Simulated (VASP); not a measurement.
Write the native input for VASP 6.6.1 that does the following.

* Task: single point
* Functional: PBE
* Potentials or basis: VASP PAW PBE potentials, release 64 (Cu, O)
* Cutoff: 520 eV
* k mesh: 11 × 11 × 10
* Occupations: fermi-dirac, width 0.05 eV
* Spin: no spin polarisation
* Dipole correction: no
* Further INCAR settings: ALGO = Normal; EDIFF = 1e-06; NBANDS = 16

The structure of CuO lies in POSCAR:

```
CuO
1.0
    2.7784246776      0.0000000000      0.0000000000
   -1.3892123339      2.4061863546      0.0000000000
    0.0000000000      0.0000000000      2.7116048266
Cu O
1 1
Direct
    0.0000000000      0.0000000000      0.0000000000
    0.6666666667      0.3333333333      0.5000000000
```

These files were run (other wordings do the same):

INCAR

```
SYSTEM = CuO
PREC = Accurate
ENCUT = 520
EDIFF = 1E-6
ISMEAR = -1
SIGMA = 0.05
LREAL = .False.
LASPH = .True.
NELM = 100
ALGO = Normal
ISIF = 2
LWAVE = .False.
LCHARG = .False.
GGA = PE
NBANDS = 16
```

KPOINTS

```
Automatic mesh
0
Gamma
  11 11 10
  0 0 0
```

Potentials or basis: VASP PAW PBE potentials, release 64 (Cu, O).

The run is started by

```sh
$ cat potpaw_PBE.64/Cu/POTCAR potpaw_PBE.64/O/POTCAR > POTCAR
$ mpirun -np 1 vasp_std > vasp.out
```

It gave:

```
Pressure : 11.8 GPa
```

Caveat: an odd number of electrons without spin polarisation forces a metal; a magnetic or distorted state may lie lower.

Wall time 34 s on 1 thread of AMD EPYC 7R43 64-Core Processor (Zen 3), on a shared host, peak memory 0.11 GiB.
